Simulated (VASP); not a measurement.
Write the native input for VASP 6.6.1 that does the following.

* Task: single point
* Functional: LDA
* Potentials or basis: VASP PAW LDA potentials, release 64 (Ag)
* Cutoff: 520 eV
* k mesh: 14 × 14 × 4
* Occupations: fermi-dirac, width 0.1 eV
* Spin: no spin polarisation
* Dipole correction: no
* Further INCAR settings: ALGO = Normal; EDIFF = 1e-06; NBANDS = 30

The structure of Ag lies in POSCAR:

```
Ag
1.0
    2.7788240959      0.0000000000      0.0000000000
   -1.3894120479      2.4065322597      0.0000000000
    0.0000000000      0.0000000000      9.1916520926
Ag
4
Direct
    0.3333333333      0.6666666667      0.2500000000
    0.6666666667      0.3333333333      0.7500000000
    1.0000000000      0.0000000000      0.0000000000
    1.0000000000      0.0000000000      0.5000000000
```

This isn't the form of Ag at room conditions, which is fcc.

These files were run (other wordings do the same):

INCAR

```
ALGO = Normal ; EDIFF = 1E-6
ENCUT = 520 ; GGA = CA
ISIF = 2 ; ISMEAR = -1
LASPH = T ; LCHARG = F
LREAL = F ; LWAVE = F
NBANDS = 30 ; NELM = 80
PREC = Accurate ; SIGMA = 0.1
```

KPOINTS

```
k-points
0
Gamma
  14 14 4
```

Potentials or basis: VASP PAW LDA potentials, release 64 (Ag).

Run with:

```bash
$ cat potpaw_LDA.64/Ag/POTCAR > POTCAR
$ mpirun -np 1 vasp_std > vasp.out
```

It gave:

```json
{"Pressure": "6.7 GPa", "Band gap on the k mesh": "zero (bands 22 and 23 overlap by 6.21 eV)"}
```

Caveat: the cell stands under pressure.

Run time: 2.6 min on 1 thread of AMD EPYC 7R13 (shared host), peak memory 0.19 GiB.
